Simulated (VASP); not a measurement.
Here is a VASP 6.6.1 calculation.

INCAR

```
SYSTEM = Ti2Si
  PREC = Accurate
  ENCUT = 520
  EDIFF = 1E-6
  ISMEAR = 0
  SIGMA = 0.1
  LREAL = .False.
  LASPH = .True.
  NELM = 100
  ALGO = Fast
  ISIF = 2
  LWAVE = .False.
  LCHARG = .False.
  GGA = PS
  NBANDS = 21
```

KPOINTS

```
Automatic mesh
0
Gamma
  12 12 12
  0 0 0
```

The input POSCAR:

```
Ti2Si
1.0
    1.7638443616      1.0183560170      4.6924440863
   -1.7638443616      1.0183560170      4.6924440863
    0.0000000000     -2.0367120339      4.6924440863
Ti Si
2 1
Direct
    0.2633956638      0.2633956638      0.2633956638
    0.7366043362      0.7366043362      0.7366043362
    0.5000000000      0.5000000000      0.5000000000
```

Potentials or basis: VASP PAW PBE potentials, release 64 (Ti_sv, Si).

Run with:

```sh
$ cat potpaw_PBE.64/Ti_sv/POTCAR potpaw_PBE.64/Si/POTCAR > POTCAR
$ mpirun -np 1 vasp_std > vasp.out
```

(1) What does it give for the band gap on the k mesh?

(2) What does it give for the pressure?

(3) What does it give for the largest force?

Answers

(1) zero (bands 14 and 15 overlap by 0.49 eV).

(2) 0.1 GPa.

(3) 0.018 eV/Å.

Caveat: the PAW data sets were made with another functional, which shifts forces and pressure a little.
